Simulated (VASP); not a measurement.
# GaN (I-4m2) in VASP: further runs

Runs on GaN. Level: r2SCAN. Tasks: single point.

Program: VASP 6.6.1. These are calculated values, not measurements. Logs are shortened: lines on timing, memory, paths and dates and some standing lists are left out, and cuts for length are marked.

### Step 1. The cell of the first run

Symmetry: I-4m2, No. 119, tetragonal system. The conventional cell has a = 3.133 Å, b = 3.133 Å, c = 4.565 Å, α = 90.00°, β = 90.00°, γ = 90.00°. Within 2.6 Å of Ga (site symmetry -4m2) lie 4 N at 1.94 Å. N (site symmetry -4m2) has 4 Ga at 1.94 Å within 2.6 Å.

### Step 2. Single point, r2SCAN (strain -0.015 along x and y, +0.015 along z)

Contents of POSCAR:

```
GaN
1.0
    0.0000000000      2.2152027174      2.2826708204
    2.2152027174      0.0000000000      2.2826708204
    2.2152027174      2.2152027174      0.0000000000
Ga N
1 1
Direct
    0.0000000000      0.0000000000      0.0000000000
    0.7500000000      0.7500000000      0.7500000000
```

Contents of INCAR.step1:

```
SYSTEM = GaN
PREC = Accurate
ENCUT = 520
ISMEAR = 0
SIGMA = 0.05
LREAL = .False.
LASPH = .True.
NELM = 80
NBANDS = 16
GGA = PE
ALGO = Normal
EDIFF = 1E-4
LWAVE = .True.
LCHARG = .False.
```

Contents of INCAR.step2:

```
SYSTEM = GaN
PREC = Accurate
ENCUT = 520
EDIFF = 1E-6
ISMEAR = 0
SIGMA = 0.05
LREAL = .False.
LASPH = .True.
NELM = 80
ALGO = Normal
ISIF = 2
LWAVE = .False.
LCHARG = .True.
METAGGA = R2SCAN
LMIXTAU = .True.
LELF = .True.
LVHAR = .True.
NBANDS = 16
ISTART = 1
```

Contents of KPOINTS:

```
regular mesh
0
Gamma
  10 10 10
  0 0 0
```

Potentials or basis: VASP PAW PBE potentials, release 64 (Ga_d, N).

Started as:

```bash
> cat potpaw_PBE.64/Ga_d/POTCAR potpaw_PBE.64/N/POTCAR > POTCAR
> cp INCAR.step1 INCAR
> mpirun -np 1 vasp_std > vasp.out
> cp INCAR.step2 INCAR
> mpirun -np 1 vasp_std > vasp.out
```

OUTCAR:

```text
SYSTEM = GaN
   PREC = Accurate
   ENCUT = 520
   EDIFF = 1E-6
   ISMEAR = 0
   LREAL = .False.
   LASPH = .True.
   NELM = 80
   ISIF = 2
   METAGGA = R2SCAN
   ISTART = 1

 ion  position               nearest neighbor table
   1  0.000  0.000  0.000-   2 1.94   2 1.94   2 1.94   2 1.94
   2  0.750  0.750  0.750-   1 1.94   1 1.94   1 1.94   1 1.94

  LATTYP: Found a body centered tetragonal cell.
 ALAT       =     3.1327697264
 C/A-ratio  =     1.4572860566

  Lattice vectors:

 A1 = (  -2.2152027174,   0.0000000000,   2.2826708204)
 A2 = (   2.2152027174,   0.0000000000,   2.2826708204)
 A3 = (   0.0000000000,   2.2152027174,  -2.2826708204)

Analysis of symmetry for initial positions (statically):
=====================================================================
 Subroutine PRICEL returns:
 Original cell was already a primitive cell.

 Routine SETGRP: Setting up the symmetry group for a
 body centered tetragonal supercell.

 Subroutine GETGRP returns: Found  8 space group operations
 (whereof  8 operations were pure point group operations)
 out of a pool of 16 trial point group operations.

The static configuration has the point symmetry D_2d.

Analysis of symmetry for dynamics (positions and initial velocities):
=====================================================================
 Subroutine PRICEL returns:
 Original cell was already a primitive cell.

 Routine SETGRP: Setting up the symmetry group for a
 body centered tetragonal supercell.

 Subroutine GETGRP returns: Found  8 space group operations
 (whereof  8 operations were pure point group operations)
 out of a pool of 16 trial point group operations.

The dynamic configuration has the point symmetry D_2d.

 Subroutine INISYM returns: Found  8 space group operations
 (whereof  8 operations are pure point group operations),
 and found     1 'primitive' translations

----------------------------------------------------------------------------------------

                                     Primitive cell

  volume of cell :      22.4027

  direct lattice vectors                    reciprocal lattice vectors
     0.000000000  2.215202717  2.282670820    -0.225712977  0.225712977  0.219041657
     2.215202717  0.000000000  2.282670820     0.225712977 -0.225712977  0.219041657
     2.215202717  2.215202717  0.000000000     0.225712977  0.225712977 -0.219041657

  length of vectors
     3.180834663  3.180834663  3.132769726     0.387132979  0.387132979  0.387132979

  position of ions in fractional coordinates (direct lattice)
     0.000000000  0.000000000  0.000000000
     0.750000000  0.750000000  0.750000000

  ion indices of the primitive-cell ions
   primitive index   ion index
                 1           1
                 2           2

----------------------------------------------------------------------------------------

 KPOINTS: regular mesh

Automatic generation of k-mesh.
 Grid dimensions read from file:
 generate k-points for:   10   10   10

 Generating k-lattice:

  Cartesian coordinates                     Fractional coordinates (reciprocal lattice)
    -0.022571298  0.022571298  0.021904166     0.100000000  0.000000000  0.000000000
     0.022571298 -0.022571298  0.021904166     0.000000000  0.100000000  0.000000000
     0.022571298  0.022571298 -0.021904166     0.000000000  0.000000000  0.100000000

  Length of vectors
     0.038713298  0.038713298  0.038713298

  Shift w.r.t. Gamma in fractional coordinates (k-lattice)
     0.000000000  0.000000000  0.000000000

 Subroutine IBZKPT returns following result:
 ===========================================

 Found    102 irreducible k-points:

 Following reciprocal coordinates:
            Coordinates               Weight
  0.000000  0.000000  0.000000      1.000000
  0.100000 -0.000000  0.000000      8.000000
  0.200000 -0.000000  0.000000      8.000000
  0.300000 -0.000000  0.000000      8.000000
  0.400000  0.000000  0.000000      8.000000
  0.500000  0.000000  0.000000      4.000000
[... 16 lines left out ...]
  0.300000  0.300000  0.000000      2.000000
  0.400000  0.300000  0.000000      8.000000
 [... further k-points ...]
   k-points           NKPTS =    102   k-points in BZ     NKDIM =    102   number of bands    NBANDS=     16
   number of dos      NEDOS =    301   number of ions     NIONS =      2
   total plane-waves  NPLWV =  13824
   dimension x,y,z NGX =    24 NGY =   24 NGZ =   24
   dimension x,y,z NGXF=    48 NGYF=   48 NGZF=   48
   ions per type =               1   1
   NGX,Y,Z   is equivalent  to a cutoff of  12.54, 12.54, 12.74 a.u.
   NGXF,Y,Z  is equivalent  to a cutoff of  25.09, 25.09, 25.47 a.u.
 SYSTEM =  GaN
   PREC   = accura    normal or accurate (medium, high low for compatibility)
   ISTART =      1    job   : 0-new  1-cont  2-samecut
   ICHARG =      0    charge: 1-file 2-atom 10-const
   ISPIN  =      1    spin polarized calculation?
   LNONCOLLINEAR =      F non collinear calculations
   LSORBIT =      F    spin-orbit coupling
   LASPH  =      T    aspherical Exc in radial PAW
   ENCUT  =  520.0 eV  38.22 Ry    6.18 a.u.   5.91  5.91  5.82*2*pi/ulx,y,z
   NELM   =     80;   NELMIN=  2; NELMDL=  0     # of ELM steps
   EDIFF  = 0.1E-05   stopping-criterion for ELM
   LREAL  =      F    real-space projection
   EDIFFG = 0.1E-04   stopping-criterion for IOM
   NSW    =      0    number of steps for IOM
   IBRION =     -1    ionic relax: 0-MD 1-quasi-New 2-CG
   NFREE  =      0    steps in history (QN), initial steepest desc. (CG)
   ISIF   =      2    stress and relaxation
   ISYM   =      2    0-nonsym 1-usesym 2-fastsym
   POTIM  = 0.5000    time-step for ionic-motion
   TEBEG  =    0.0;   TEEND  =   0.0 temperature during run
   PSTRESS=    0.0 pullay stress
   NELECT =      18.0000    total number of electrons
   NUPDOWN=      -1.0000    fix difference up-down
   EMIN   =  10.00;   EMAX   =-10.00  energy-range for DOS
   EFERMI =   0.00;   METHOD = LEGACY
   ISMEAR =     0;   SIGMA  =   0.05  broadening in eV -4-tet -1-fermi 0-gaus
   EFERMI_NEDOS =   21; number of points for ismear=-14 and -15
   IALGO  =     38    algorithm
   IMIX   =      4    mixing-type and parameters
     AMIX     =   0.40;   BMIX     =  1.00
     AMIX_MAG =   1.60;   BMIX_MAG =  1.00
  volume/ion in A,a.u.               =      11.20        75.59
  Fermi-wavevector in a.u.,A,eV,Ry     =   1.521945  2.876059 31.515395  2.316316
  Thomas-Fermi vector in A             =   2.630591
   LORBIT       =      0    0 simple, 1 ext, 2 COOP (PROOUT), +10 PAW based schemes
   METAGGA = R2SCAN    functional components
   LHFCALC =     F    Hartree Fock is set to
   AEXX    =    0.0000 exact exchange contribution
   IVDW    =     0    specifies the selected vdW correction
   LEPSILON=     F    determine dielectric tensor
   LRPA    =     F    only Hartree local field effects (RPA)
 non-spin polarized calculation
 Gauss-broadening in eV      SIGMA  =   0.05
  energy-cutoff  :      520.00
  volume of cell :       22.40
 maximum number of plane-waves:       620
   NGX = 11   NGY = 11   NGZ = 11

 number of electron      18.0000012 magnetization

 Free energy of the ion-electron system (eV)
  ---------------------------------------------------
  ext. energy  EPLUGINS =         0.00000000
  ---------------------------------------------------
  free energy    TOTEN  =       -21.88462916 eV

  energy without entropy =      -21.88462916  energy(sigma->0) =      -21.88462916

 E-fermi :   5.5081     XC(G=0): -12.7624

 val. band max:        5.3018612174   @ k =   0.0000   0.0000   0.0000
 cond. band min:       7.5115068901   @ k =   0.0000   0.0000   0.0000
 fundamental gap:      2.2096456728
 Fermi energy:         5.5081497094

 k-point     1 :       0.0000    0.0000    0.0000
  band No.  band energies     occupation
      1     -11.6636      2.00000
      2      -8.6207      2.00000
      3      -8.5870      2.00000
      4      -8.5870      2.00000
      5      -8.2253      2.00000
      6      -8.2237      2.00000
[... 8 lines left out ...]
     15      24.4795      0.00000
     16      25.4319      0.00000

 k-point     2 :       0.1000   -0.0000    0.0000
  band No.  band energies     occupation
      1     -11.5482      2.00000
      2      -8.5998      2.00000
      3      -8.5720      2.00000
      4      -8.5538      2.00000
      5      -8.2258      2.00000
      6      -8.2257      2.00000
[... 8 lines left out ...]
     15      24.0612      0.00000
     16      24.0805      0.00000

 k-point     3 :       0.2000   -0.0000    0.0000
  band No.  band energies     occupation
      1     -11.2509      2.00000
      2      -8.5600      2.00000
      3      -8.5364      2.00000
      4      -8.4000      2.00000
      5      -8.2271      2.00000
      6      -8.2211      2.00000
[... 8 lines left out ...]
     15      23.0813      0.00000
     16      23.1314      0.00000

 k-point     4 :       0.3000   -0.0000    0.0000
  band No.  band energies     occupation
      1     -10.9136      2.00000
      2      -8.5270      2.00000
      3      -8.5030      2.00000
      4      -8.2171      2.00000
      5      -8.2065      2.00000
      6      -8.0209      2.00000
[... 8 lines left out ...]
     15      23.5422      0.00000
     16      23.5489      0.00000
[... 324 lines left out ...]
 k-point    22 :      -0.2000    0.2000    0.0000
  band No.  band energies     occupation
      1     -10.8024      2.00000
      2      -8.5067      2.00000
      3      -8.4730      2.00000
      4      -8.2531      2.00000
      5      -8.2477      2.00000
      6      -7.8208      2.00000
[... 8 lines left out ...]
     15      24.0092      0.00000
     16      26.8232      0.00000

 k-point    23 :       0.3000    0.3000    0.0000
  band No.  band energies     occupation
      1     -10.7248      2.00000
      2      -8.4112      2.00000
      3      -8.3801      2.00000
      4      -8.3801      2.00000
      5      -8.1750      2.00000
      6      -7.9032      2.00000
[... 8 lines left out ...]
     15      28.7238      0.00000
     16      29.3265      0.00000

 k-point    24 :       0.4000    0.3000    0.0000
  band No.  band energies     occupation
      1     -10.5651      2.00000
      2      -8.4306      2.00000
      3      -8.3414      2.00000
      4      -8.3394      2.00000
      5      -8.1664      2.00000
      6      -7.4889      2.00000
[... 8 lines left out ...]
     15      29.0633      0.00000
     16      29.0905      0.00000

 [... further k-points ...]
[... 5 lines left out ...]
  --------------------------------------------------------------------------------------
  -------------------------------------------------------------------------------------
  Total        0.7839910      0.7839910      0.2059846      0.0000000      0.0000000      0.0000000
  in kB       56.0688213     56.0688213     14.7314397      0.0000000      0.0000000      0.0000000
  external PRESSURE =      42.2896941 kB  Pullay stress =       0.0000000 kB

 VOLUME and BASIS-vectors are now :
 -----------------------------------------------------------------------------
  energy-cutoff  :      520.00
  volume of cell :       22.40
      direct lattice vectors                 reciprocal lattice vectors
     0.000000000  2.215202717  2.282670820    -0.225712977  0.225712977  0.219041657
     2.215202717  0.000000000  2.282670820     0.225712977 -0.225712977  0.219041657
     2.215202717  2.215202717  0.000000000     0.225712977  0.225712977 -0.219041657

 POSITION                                       TOTAL-FORCE (eV/Angst)
 -----------------------------------------------------------------------------------
      0.00000      0.00000      0.00000         0.000000      0.000000      0.000000
      3.32280      3.32280      3.42401        -0.000000     -0.000000     -0.000000
 -----------------------------------------------------------------------------------
    total drift:                               -0.000008     -0.000008     -0.000008

  FREE ENERGIE OF THE ION-ELECTRON SYSTEM (eV)
  ---------------------------------------------------
  free  energy   TOTEN  =       -21.8846291568 eV

  energy  without entropy=      -21.8846291568  energy(sigma->0) =      -21.88462916
```

It took 81 s on 1 thread of Intel Xeon Platinum 8488C (Sapphire Rapids), shared host; peak memory 0.16 GiB.

Results:

```
Free energy            : -21.8846 eV
Pressure               : 4.2 GPa
Band gap on the k mesh : 2.21 eV, direct
```

Levels at points of the mesh, in eV from the valence-band top:
| k point | band 7 | band 8 | band 9 | band 10 | band 11 | band 12 |
| --- | --- | --- | --- | --- | --- | --- |
| (0.00, 0.00, 0.00) | -0.15 | 0.00 | 0.00 | 2.21 | 11.07 | 11.07 |
| (0.50, 0.00, 0.00) | -7.35 | -1.19 | -0.95 | 5.24 | 9.51 | 10.87 |
| (0.50, 0.50, 0.00) | -6.58 | -2.75 | -2.75 | 3.87 | 7.66 | 12.40 |
| (0.50, 0.00, 0.50) | -6.24 | -2.99 | -2.97 | 3.66 | 7.16 | 12.84 |

Caveat: the cell differs from its parent crystal (strain -0.015 along x and y, +0.015 along z); the PAW data sets were made with another functional, which shifts forces and pressure a little.

(Part 1 of 2 ends here.)
